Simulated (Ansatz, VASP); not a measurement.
# One calculation of Al4B3P, two programs

```
Al B P
1.0
     3.03919    0.00000    0.00000
    -1.51959    2.63201    0.00000
     0.00000    0.00000   23.82287
Al B P
8 6 2
Direct
  0.66667 0.33333 0.36032
  0.00000 0.00000 0.79239
  0.00000 0.00000 0.20761
  0.00000 0.00000 0.93064
  0.00000 0.00000 0.06936
  0.33333 0.66667 0.63968
  0.33333 0.66667 0.45358
  0.66667 0.33333 0.54642
  0.66667 0.33333 0.86303
  0.33333 0.66667 0.86044
  0.33333 0.66667 0.13697
  0.66667 0.33333 0.13956
  0.33333 0.66667 0.99934
  0.66667 0.33333 0.00066
  0.33333 0.66667 0.28180
  0.66667 0.33333 0.71820
```

Alike in both runs: functional PBE; k mesh 12 × 12 × 2; occupations gaussian, width 0.1 eV; no spin polarisation.

Ansatz relaxed the structure, and its values are those at the end. VASP's run is a single point on that final structure, the one shown.

|  | VASP | Ansatz |
| --- | --- | --- |
| version | VASP 6.6.1 | Ansatz 0.2.0 |
| potentials or method | VASP PAW PBE potentials, release 64 (Al, B, P), cutoff 520 eV | scalar-relativistic, plane waves, PAW |
| valence electrons in the cell | 52 | 52 |

```tsv
	VASP	Ansatz	Ansatz less VASP
gap on the k mesh at the Fermi level (eV)	none	none	-
pressure (GPa)	-0.1	0.0	+0.08
```

A gap of «none» marks a metal or a gap that the smearing closes.
